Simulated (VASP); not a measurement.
Wanted: the native input for a VASP 6.6.1 run.

- Task: single point
- Functional: PBEsol
- Potentials or basis: VASP PAW PBE potentials, release 64 (Cu, O)
- Cutoff: 600 eV
- k mesh: 8 × 8 × 6
- Occupations: gaussian, width 0.05 eV
- Spin: collinear spin, ferromagnetic start
- Starting moments: [0.62, 0.62, 0.35, 0.35] μB
- Hubbard terms: Cu d U = 4.0 eV
- Dipole correction: no
- Further INCAR settings: ALGO = Normal; EDIFF = 1e-06; NBANDS = 29

The structure of CuO lies in POSCAR:

```
CuO
1.0
    2.0366062956     -2.0112780899      0.1618612980
    2.0366062956      2.0112780899      0.1618612980
   -0.4043822582      0.0000000000      5.1299407462
Cu O
2 2
Direct
    0.0000000000      0.5000000000      0.0000000000
    0.5000000000      0.0000000000      0.5000000000
    0.4997977632      0.5002022368      0.2500000000
    0.5002022368      0.4997977632      0.7500000000
```

This cell differs from its parent crystal: volume scaled by 0.98.

These files were run (other wordings do the same):

INCAR

```
SYSTEM = CuO
ALGO = Normal
EDIFF = 1E-6
ENCUT = 600
GGA = PS
GGA_COMPAT = .False.
ISIF = 2
ISMEAR = 0
ISPIN = 2
LASPH = .True.
LCHARG = .False.
LDAU = .True.
LDAUJ = 0 0
LDAUL = 2 -1
LDAUPRINT = 1
LDAUTYPE = 2
LDAUU = 4 0
LMAXMIX = 4
LORBIT = 11
LREAL = .False.
LWAVE = .False.
MAGMOM = 0.62 0.62 0.35 0.35
NBANDS = 29
NELM = 200
PREC = Accurate
SIGMA = 0.05
```

KPOINTS

```
k-points
0
Gamma
  8 8 6
  0 0 0
```

Potentials or basis: VASP PAW PBE potentials, release 64 (Cu, O).

Launch:

```sh
$ cat potpaw_PBE.64/Cu/POTCAR potpaw_PBE.64/O/POTCAR > POTCAR
$ mpirun -np 1 vasp_std > vasp.out
```

It gave:

The pressure is -0.7 GPa and the net moment is 1.93 μB per cell. The site moments are Cu +0.62; O +0.31 μB and the valence electrons inside the program's atomic spheres are Cu 9.99; O 4.98.

Caveat: the PAW data sets were made with another functional, which shifts forces and pressure a little.

It took 4 min on 1 thread of Intel Xeon 6975P-C, on a shared host, peak memory 0.36 GiB.
